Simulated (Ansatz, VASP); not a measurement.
One calculation of Rh, two programs

File INCAR:

```
SYSTEM = Rh
ALGO = Normal ; EDIFF = 1E-7
ENCUT = 520 ; GGA = PS
ISIF = 2 ; ISMEAR = -1
LASPH = .True. ; LCHARG = .True.
LELF = .True. ; LREAL = .False.
LVHAR = .True. ; LWAVE = .False.
NBANDS = 14 ; NELM = 80
PREC = Accurate ; SIGMA = 0.05
```

KPOINTS

```
k-points
0
Gamma
  17 17 17
  0 0 0
```

POSCAR

```
Rh
1.0
    0.0000000000      1.8111559765      1.8111559765
    1.8111559765      0.0000000000      1.8111559765
    1.8111559765      1.8111559765      0.0000000000
Rh
1
Direct
    0.0000000000      0.0000000000      0.0000000000
```

Input for Ansatz:

```yaml
crystal:
  lattice:
    - [0.0, 1.8111559765, 1.8111559765]
    - [1.8111559765, 0.0, 1.8111559765]
    - [1.8111559765, 1.8111559765, 0.0]
  atoms:
    - { symbol: Rh, position: [0.0, 0.0, 0.0] }
kpoints:
  mp_grid: { grid: [17, 17, 17] }
scf:
  occupations: { method: fermi_dirac, width: 0.05 }
hamiltonian:
  xc: pbesol
  pseudopotentials: { kind: all_electron, lapw: { basis_error: 0.001 } }
output:
  forces: true
  stress: true
  eigenvalues: true
  populations: true
```

Change from the starting cell: volume scaled by 0.88, LAPW.

Alike in both runs: task single point; functional PBEsol; k mesh 17 × 17 × 17; occupations fermi-dirac, width 0.05 eV; no spin polarisation.

```csv
,VASP,Ansatz
version,VASP 6.6.1,Ansatz 0.2.0
potentials or method,"VASP PAW PBE potentials, release 64 (Rh_pv), cutoff 520 eV","all-electron LAPW, scalar-relativistic"
```

|  | VASP | Ansatz | Ansatz less VASP |
| --- | --- | --- | --- |
| pressure (GPa) | 52.1 | 52.1 | 0.00 |

VASP's potentials were made for PBE, not for PBEsol. Both programs put the cell under a high pressure, so it lies far from rest at this level. Ansatz ran all-electron here, and VASP with PAW potentials.
